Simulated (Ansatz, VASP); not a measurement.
**WSe2 in VASP and in Ansatz**

The input INCAR:

```
SYSTEM = WSe2
PREC = Accurate
ENCUT = 520
EDIFF = 1E-6
ISMEAR = 0
SIGMA = 0.02
LREAL = .False.
LASPH = .True.
NELM = 100
ALGO = Normal
ISIF = 2
LWAVE = .False.
LCHARG = .False.
GGA = PE
IBRION = 2
NSW = 60
EDIFFG = -0.002
```

The input KPOINTS:

```
regular mesh
0
Gamma
  9 9 2
  0 0 0
```

Contents of POSCAR:

```
WSe2
1.0
    3.2499141158      0.0000000000      0.0000000000
   -1.6249570579      2.8145081844      0.0000000000
    0.0000000000      0.0000000000     12.8207501479
W Se
2 4
Direct
    0.6666666667      0.3333333333      0.7500000000
    0.3333333333      0.6666666667      0.2500000000
    0.3333333333      0.6666666667      0.8800018436
    0.6666666667      0.3333333333      0.3800018436
    0.3333333333      0.6666666667      0.6199981564
    0.6666666667      0.3333333333      0.1199981564
```

Input for Ansatz:

```yaml
crystal:
  lattice:
    - [3.2499141158, 0.0, 0.0]
    - [-1.6249570579, 2.8145081844, 0.0]
    - [0.0, 0.0, 12.8207501479]
  atoms:
    - { symbol: W, position: [0.6666666667, 0.3333333333, 0.75] }
    - { symbol: W, position: [0.3333333333, 0.6666666667, 0.25] }
    - { symbol: Se, position: [0.3333333333, 0.6666666667, 0.8800018436] }
    - { symbol: Se, position: [0.6666666667, 0.3333333333, 0.3800018436] }
    - { symbol: Se, position: [0.3333333333, 0.6666666667, 0.6199981564] }
    - { symbol: Se, position: [0.6666666667, 0.3333333333, 0.1199981564] }
basis:
  ecutwfc: 420
kpoints:
  mp_grid: { grid: [9, 9, 2] }
hamiltonian:
  xc: pbe
  pseudopotentials: { kind: paw, azcp: { folder: soft_1 } }
scf:
  occupations: { method: gaussian, width: 0.02 }
output:
  forces: true
  stress: true
  eigenvalues: true
relax:
  adjacent_minimum: "off"
  f_tol: 0.002
  max_steps: 40
```

Change from the starting cell: strained cell.

Alike in both runs: task relaxation of the atoms; functional PBE; k mesh 9 × 9 × 2; occupations gaussian, width 0.02 eV; no spin polarisation.

|  | VASP | Ansatz |
| --- | --- | --- |
| version | VASP 6.6.1 | Ansatz 0.2.0 |
| potentials or method | VASP PAW PBE potentials, release 64 (W_sv, Se), cutoff 520 eV | scalar-relativistic, plane waves, PAW |
| valence electrons in the cell | 52 | 92 |

```csv
,VASP,Ansatz,Ansatz less VASP
"gap on the k mesh at the Fermi level, each at its own relaxed structure (eV)",1.01,1.02,+0.008
```

VASP's potentials hold 52 valence electrons a cell and Ansatz's 92, so a difference there can come from the potentials and not from the codes. Ansatz's warnings: stress scf threshold loose.

Neither program's run includes spin-orbit coupling.
